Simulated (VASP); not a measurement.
Crystal: HoNb2As3.

```xyz
6
Lattice="-2.8723 2.8723 3.9824 2.8723 -2.8723 3.9824 2.8723 2.8723 -3.9824" Properties=species:S:1:pos:R:3 pbc="T T T"
Ho    0.0000    0.0000    3.9824
Nb    0.0000    2.8723    1.9912
Nb    2.8723    0.0000    1.9912
As    0.0000    2.8723    0.0000
As    2.8723    0.0000    0.0000
As    0.0000    0.0000    0.0000
```

The cell was generated, and may not be a known phase.

```yaml
Program: VASP 6.6.1
Task: relaxation of cell and atoms
Functional: PBE
Potentials_or_basis: VASP PAW PBE potentials, release 64 (Ho_3, Nb_sv, As), 4f in core
Cutoff: 500 eV
k_mesh: 4 × 4 × 4
Occupations: gaussian, width 0.1 eV
Spin: no spin polarisation
```

At the start: pressure 41.7 GPa; volume 21.90 Å³/atom.

Task: Where does the relaxation end?

Result: Over 12 steps the energy falls by 1810.4 meV/atom and the volume is 24.36 Å³/atom (+11.2 %); space group I4/mmm (No. 139, to 0.1 Å) before and after.

The path:
| step | energy change (eV) | largest force (eV/Å) | pressure (GPa) | volume (Å³) |
| --- | --- | --- | --- | --- |
| 1 | 0.0000 | 0.0000 | 41.74 | 131.42 |
| 2 | 0.1153 | 0.0000 | -14.67 | 232.41 |
| 3 | -9.5126 | 0.0000 | -10.79 | 173.32 |
| 4 | -10.1801 | 0.0000 | -8.92 | 167.13 |
| 5 | -10.4260 | 0.0000 | -2.21 | 156.34 |
| 6 | -10.5191 | 0.0000 | -5.45 | 160.51 |
| 7 | -10.5230 | 0.0000 | -4.97 | 159.81 |
| 8 | -10.8576 | 0.0000 | 0.35 | 144.93 |
| 9 | -10.8614 | 0.0000 | -0.26 | 146.21 |
| 10 | -10.8613 | 0.0000 | -0.38 | 146.48 |
| 11 | -10.8611 | 0.0000 | 0.22 | 145.75 |
| 12 | -10.8621 | 0.0000 | -0.10 | 146.13 |

Final structure:
```yaml
crystal:
  lattice:
    - [-2.72227, 2.72227, 4.92973]
    - [2.72227, -2.72227, 4.92973]
    - [2.72227, 2.72227, -4.92973]
  atoms:
    - { symbol: Ho, position: [0.50000, 0.50000, 0.00000] }
    - { symbol: Nb, position: [0.75000, 0.25000, 0.50000] }
    - { symbol: Nb, position: [0.25000, 0.75000, 0.50000] }
    - { symbol: As, position: [0.50000, 0.00000, 0.50000] }
    - { symbol: As, position: [0.00000, 0.50000, 0.50000] }
    - { symbol: As, position: [0.00000, 0.00000, 0.00000] }
```
